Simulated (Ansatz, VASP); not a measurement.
# Two plane-wave programs on HfN

```
Hf N
1.0
     0.00000    2.25600    2.25600
     2.25600    0.00000    2.25600
     2.25600    2.25600    0.00000
Hf N
1 1
Direct
  0.94000 0.94000 0.06000
  0.56000 0.56000 0.44000
```

Change from the starting cell: shortest bond scaled by 0.76, PAW files.

Alike in both runs: task single point; functional LDA; k mesh 9 × 9 × 9; occupations fermi-dirac, width 0.03 eV; no spin polarisation.

|  | VASP | Ansatz |
| --- | --- | --- |
| version | VASP 6.6.1 | Ansatz 0.2.0 |
| potentials or method | VASP PAW LDA potentials, release 64 (Hf_pv, N) | PAW with Ansatz's default frozen-core files, scalar-relativistic |
| plane-wave cutoff (eV) | 520 | 420 |
| valence electrons in the cell | 15 | 31 |

|  | VASP | Ansatz | Ansatz less VASP |
| --- | --- | --- | --- |
| pressure (GPa) | 38.5 | 38.2 | -0.30 |
| traceless stress, the component that is largest in VASP (GPa) | 90.66 | 89.51 | -1.145 |
| rms of the force components (eV/Å) | 6.341 | 6.208 | -0.1338 |

LDA's correlation is that of Perdew and Zunger in VASP and of Perdew and Wang (1992) in Ansatz. Atom by atom the forces differ by 0.134 eV/Å (rms over components). Both programs put the cell under a high pressure, so it lies far from rest at this level. VASP's potentials hold 15 valence electrons a cell and Ansatz's 31, so a difference there can come from the potentials and not from the codes.

Neither program's run includes spin-orbit coupling.
